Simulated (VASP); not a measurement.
Wanted: the native input for a VASP 6.6.1 run.

- Task: single point
- Functional: PBEsol
- Potentials or basis: VASP PAW PBE potentials, release 64 (Ir)
- Cutoff: 520 eV
- k mesh: 12 × 12 × 12
- Occupations: gaussian, width 0.1 eV
- Spin: no spin polarisation
- Dipole correction: no
- Further INCAR settings: ALGO = Normal; EDIFF = 1e-06; NBANDS = 10

The structure of Ir lies in POSCAR:

```
Ir
1.0
    0.0000000000      1.9143877087      1.9143877087
    1.9143877087      0.0000000000      1.9143877087
    1.9143877087      1.9143877087      0.0000000000
Ir
1
Direct
    0.0000000000      0.0000000000      0.0000000000
```

These files were run (other wordings do the same):

INCAR

```
PREC     = Accurate       # precision mode
ENCUT    = 520            # plane-wave cutoff, eV
EDIFF    = 1E-6           # SCF threshold, eV
ISMEAR   = 0              # smearing method
SIGMA    = 0.1            # smearing width, eV
LREAL    = F              # projectors in reciprocal space
LASPH    = T              # aspherical terms in the spheres
NELM     = 60             # most SCF steps
ALGO     = Normal         # electronic algorithm
ISIF     = 2              # what is computed and relaxed
LWAVE    = F              # write WAVECAR
LCHARG   = F              # write CHGCAR
GGA      = PS             # functional
NBANDS   = 10             # bands
```

KPOINTS

```
regular mesh
0
Gamma
  12 12 12
```

Potentials or basis: VASP PAW PBE potentials, release 64 (Ir).

Command:

```bash
$ cat potpaw_PBE.64/Ir/POTCAR > POTCAR
$ mpirun -np 1 vasp_std > vasp.out
```

It gave:

| Property | Result |
| --- | --- |
| Pressure | 1.0 GPa |

Caveat: the PAW data sets were made with another functional, which shifts forces and pressure a little.

Wall time 16 s on 1 thread of Intel Xeon 6975P-C, on a shared host, peak memory 0.13 GiB.
